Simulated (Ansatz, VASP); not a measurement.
**CsAs3 in VASP and in Ansatz**

The input INCAR:

```
SYSTEM = CsAs3
ALGO = Normal
EDIFF = 1E-6
ENCUT = 520
GGA = PE
ISIF = 2
ISMEAR = 0
LASPH = .TRUE.
LCHARG = .FALSE.
LREAL = .FALSE.
LWAVE = .FALSE.
NBANDS = 20
NELM = 100
PREC = Accurate
SIGMA = 0.1
```

KPOINTS

```
k-points
0
G
  6 6 6
  0 0 0
```

Contents of POSCAR:

```
CsAs3
1.0
   -2.2971825702      2.2971825702      5.1313688582
    2.2971825702     -2.2971825702      5.1313688582
    2.2971825702      2.2971825702     -5.1313688582
Cs As
1 3
Direct
    0.0000000000      0.0000000000      0.0000000000
    0.5000000000      0.5000000000      0.0000000000
    0.2500000000      0.7500000000      0.5000000000
    0.7500000000      0.2500000000      0.5000000000
```

Input for Ansatz:

```yaml
crystal:
  lattice:
    - [-2.2971825702, 2.2971825702, 5.1313688582]
    - [2.2971825702, -2.2971825702, 5.1313688582]
    - [2.2971825702, 2.2971825702, -5.1313688582]
  atoms:
    - { symbol: Cs, position: [0.0, 0.0, 0.0] }
    - { symbol: As, position: [0.5, 0.5, 0.0] }
    - { symbol: As, position: [0.25, 0.75, 0.5] }
    - { symbol: As, position: [0.75, 0.25, 0.5] }
basis:
  ecutwfc: 420
kpoints:
  mp_grid: { grid: [6, 6, 6] }
hamiltonian:
  xc: pbe
scf:
  occupations: { method: gaussian, width: 0.1 }
  lower_state_search: "off"
output:
  forces: true
  stress: true
  eigenvalues: true
```

Alike in both runs: task single point; functional PBE; k mesh 6 × 6 × 6; occupations gaussian, width 0.1 eV; no spin polarisation.

|  | VASP | Ansatz |
| --- | --- | --- |
| version | VASP 6.6.1 | Ansatz 0.2.0 |
| potentials or method | VASP PAW PBE potentials, release 64 (Cs_sv, As), cutoff 520 eV | scalar-relativistic, plane waves, PAW |
| valence electrons in the cell | 24 | 54 |

```tsv
	VASP	Ansatz	Ansatz less VASP
gap on the k mesh at the Fermi level (eV)	none	none	-
pressure (GPa)	-0.3	-0.4	-0.12
traceless stress, the component that is largest in VASP (GPa)	-1.97	-2.03	-0.054
```

A gap of «none» marks a metal or a gap that the smearing closes. VASP's potentials hold 24 valence electrons a cell and Ansatz's 54, so a difference there can come from the potentials and not from the codes.

Neither program's run includes spin-orbit coupling.
